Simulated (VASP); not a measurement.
W: density of states with PBEsol

The system is W.

```
W
1.0
     0.00000    2.62728    2.62728
     2.62728    0.00000    2.62728
     2.62728    2.62728    0.00000
W
2
Direct
  0.87500 0.87500 0.87500
  0.12500 0.12500 0.12500
```

This cell differs from its parent crystal: volume scaled by 0.76.

```json
{
  "Program": "VASP 6.6.1",
  "Task": "density of states",
  "Functional": "PBEsol",
  "Potentials or basis": "VASP PAW PBE potentials, release 64 (W_sv)",
  "Cutoff": "520 eV",
  "k mesh": "14 × 14 × 14",
  "Occupations": "fermi-dirac, width 0.1 eV",
  "Spin": "no spin polarisation",
  "Dipole correction": "no",
  "k mesh for the DOS": "21 × 21 × 21",
  "Occupations for the DOS": "tetrahedron",
  "Further INCAR settings": "ALGO = Normal; EDIFF = 1e-06; NBANDS = 21"
}
```

The valence electrons inside the program's atomic spheres are W 12.89.

Levels at points of the mesh, in eV from the Fermi level:
```
           k point  band 11  band 12  band 13  band 14  band 15  band 16  band 17  band 18
(0.00, 0.00, 0.00)    -3.37    -1.57    -1.57    -1.57     1.94     1.94     1.94     7.36
```

Run time: 100 s on 1 thread of Intel(R) Xeon(R) Platinum 8488C (Sapphire Rapids), on a shared host, peak memory 0.28 GiB.

Caveat: spin-orbit coupling is left out, which moves the levels of the heavy elements.
